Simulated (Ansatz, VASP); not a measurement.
One calculation of HfB3N, two programs

```
Hf B N
1.0
     3.41617    0.00000    0.00000
    -1.70808    2.95849    0.00000
     0.00000    0.00000    6.04274
Hf B N
1 3 1
Cartesian
  0.0000 0.0000 -0.0325
  0.8655 1.4726 1.9713
  1.7081 0.0132 1.9713
  -0.8655 1.4726 1.9713
  0.0000 1.9723 5.3581
```

Alike in both runs: functional PBE; k mesh 6 × 6 × 3; occupations gaussian, width 0.2 eV; no spin polarisation.

Ansatz relaxed the structure, and its values are those at the end. VASP's run is a single point on that final structure, the one shown.

```csv
,VASP,Ansatz
version,VASP 6.6.1,Ansatz 0.2.0
potentials or method,"VASP PAW PBE potentials, release 64 (Hf_pv, B, N), cutoff 600 eV","scalar-relativistic, plane waves, PAW"
valence electrons in the cell,24,40
```

|  | VASP | Ansatz | Ansatz less VASP |
| --- | --- | --- | --- |
| gap on the k mesh at the Fermi level (eV) | none | none | - |
| pressure (GPa) | -0.6 | -0.1 | +0.54 |
| rms of the force components (eV/Å) | 0.019 | 0.006 | -0.0135 |

A gap of «none» marks a metal or a gap that the smearing closes. VASP's potentials hold 24 valence electrons a cell and Ansatz's 40, so a difference there can come from the potentials and not from the codes.

Spin-orbit coupling is off throughout.
